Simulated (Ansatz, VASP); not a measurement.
## Two plane-wave programs on As2P2O7

File POSCAR:

```
As2P2O7
1.0
    3.5249420000      4.1915160000      0.0000000000
    3.5249420000     -4.1915160000      0.0000000000
    1.5267380000      0.0000000000     -4.4719630000
P O As
2 7 2
Direct
    0.1998000000      0.1998000000      0.0883000000
    0.8002000000      0.8002000000      0.9117000000
    0.0000000000      0.0000000000      0.0000000000
    0.3568000000      0.0502000000      0.2708000000
    0.9498000000      0.6432000000      0.7292000000
    0.6432000000      0.9498000000      0.7292000000
    0.0502000000      0.3568000000      0.2708000000
    0.3759000000      0.3759000000      0.7839000000
    0.6241000000      0.6241000000      0.2161000000
    0.3122000000      0.6878000000      0.5000000000
    0.6878000000      0.3122000000      0.5000000000
```

The input INCAR.step1:

```
SYSTEM = As2P2O7
PREC = Accurate
ENCUT = 520
ISMEAR = -1
SIGMA = 0.1422
LREAL = .FALSE.
LASPH = .TRUE.
NELM = 100
NBANDS = 42
GGA = PE
ALGO = Normal
EDIFF = 1E-4
LWAVE = .TRUE.
LCHARG = .FALSE.
```

File INCAR.step2:

```
SYSTEM = As2P2O7
PREC = Accurate
ENCUT = 520
EDIFF = 1E-7
ISMEAR = -1
SIGMA = 0.1422
LREAL = .FALSE.
LASPH = .TRUE.
NELM = 100
ALGO = Normal
ISIF = 2
LWAVE = .FALSE.
LCHARG = .TRUE.
METAGGA = R2SCAN
LMIXTAU = .TRUE.
LELF = .TRUE.
LVHAR = .TRUE.
NBANDS = 42
ISTART = 1
```

The input KPOINTS:

```
regular mesh
0
G
  5 5 6
  0 0 0
```

Input for Ansatz:

```yaml
crystal:
  lattice:
    - [3.524942, 4.191516, 0.0]
    - [3.524942, -4.191516, 0.0]
    - [1.526738, 0.0, -4.471963]
  atoms:
    - { symbol: P, position: [0.1998, 0.1998, 0.0883] }
    - { symbol: P, position: [0.8002, 0.8002, 0.9117] }
    - { symbol: O, position: [0.0, 0.0, 0.0] }
    - { symbol: O, position: [0.3568, 0.0502, 0.2708] }
    - { symbol: O, position: [0.9498, 0.6432, 0.7292] }
    - { symbol: O, position: [0.6432, 0.9498, 0.7292] }
    - { symbol: O, position: [0.0502, 0.3568, 0.2708] }
    - { symbol: O, position: [0.3759, 0.3759, 0.7839] }
    - { symbol: O, position: [0.6241, 0.6241, 0.2161] }
    - { symbol: As, position: [0.3122, 0.6878, 0.5] }
    - { symbol: As, position: [0.6878, 0.3122, 0.5] }
  symmetry: { tolerance: 0.0003 }
kpoints:
  mp_grid: { grid: [5, 5, 6], shift: [0, 0, 0] }
  band_path:
    path:
      - [-0.45444063, -0.54555937, -0.5]
      - [-0.5, -0.5, -0.5]
      - [0.0, 0.0, 0.0]
      - [0.5, -0.5, 0.0]
    npoints: 17
magnetization:
  spin_polarized: false
scf:
  occupations: { method: fermi_dirac, width: 0.1422 }
  lower_state_search: "off"
  max_iter: 200
hamiltonian:
  pseudopotentials: { kind: paw }
  xc: r2scan
basis:
  ecutwfc: 500
  fft_grid_basis: typed
output:
  forces: true
  stress: true
  eigenvalues: true
  bader: true
  populations: true
  elf: true
  write_potential: true
  volumetric_format: npy
  dos:
    e_range: [-12, 8]
    de: 0.05
    projected: { site_lists: { As: [As], O: [O], P: [P] } }
checkpoint:
  read: saved_state
```

Alike in both runs: task single point; functional r2SCAN; k mesh 5 × 5 × 6; occupations fermi-dirac, width 0.1422 eV; no spin polarisation.

|  | VASP | Ansatz |
| --- | --- | --- |
| version | VASP 6.6.1 | Ansatz 0.2.0 |
| potentials or method | VASP PAW PBE potentials, release 64 (P, O, As), cutoff 520 eV | PAW plane waves |
| valence electrons in the cell | 62 | 82 |

```csv
,VASP,Ansatz,Ansatz less VASP
pressure (GPa),7.2,8.0,+0.78
"traceless stress, the component that is largest in VASP (GPa)",-4.45,-4.56,-0.108
rms of the force components (eV/Å),1.264,1.237,-0.0264
```

VASP's potentials were made for PBE, not for r2SCAN. Atom by atom the forces differ by 0.040 eV/Å (rms over components). VASP's potentials hold 62 valence electrons a cell and Ansatz's 82, so a difference there can come from the potentials and not from the codes.
